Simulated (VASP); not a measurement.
A run of VASP 6.6.1:

Contents of INCAR:

```
SYSTEM = CoO
PREC = Accurate ; ENCUT = 700
EDIFF = 1E-6 ; ISMEAR = 0
SIGMA = 0.1 ; LREAL = .False.
LASPH = .True. ; NELM = 200
ALGO = Normal ; ISIF = 2
LWAVE = .False. ; LCHARG = .False.
ISPIN = 2 ; MAGMOM = 3 0
LORBIT = 11 ; LMAXMIX = 4
LDAU = .True. ; LDAUTYPE = 2
LDAUL = 2 -1 ; LDAUU = 3.32 0
LDAUJ = 0 0 ; LDAUPRINT = 1
GGA = PE ; NBANDS = 22
GGA_COMPAT = .False.
```

KPOINTS

```
regular mesh
0
Gamma
  8 8 8
  0 0 0
```

Contents of POSCAR:

```
CoO
1.0
    0.0000000000      2.2103298239      2.2103298239
    2.2103298239      0.0000000000      2.2103298239
    2.2103298239      2.2103298239      0.0000000000
Co O
1 1
Direct
    0.0000000000      0.0000000000      0.0000000000
    0.2500000000      0.2500000000      0.2500000000
```

Potentials or basis: VASP PAW PBE potentials, release 64 (Co_sv, O).

Run with:

```sh
$ cat potpaw_PBE.64/Co_sv/POTCAR potpaw_PBE.64/O/POTCAR > POTCAR
$ mpirun -np 1 vasp_std > vasp.out
```

Hardware: 1 thread of AMD EPYC 7R13 Processor (Zen 3) (shared host).

Task: Estimate the wall time of this run.

Result: It took 61 s on 1 thread of AMD EPYC 7R13 Processor (Zen 3), on a shared host, peak memory 0.16 GiB. Counts: scf iterations 17, k points 29.
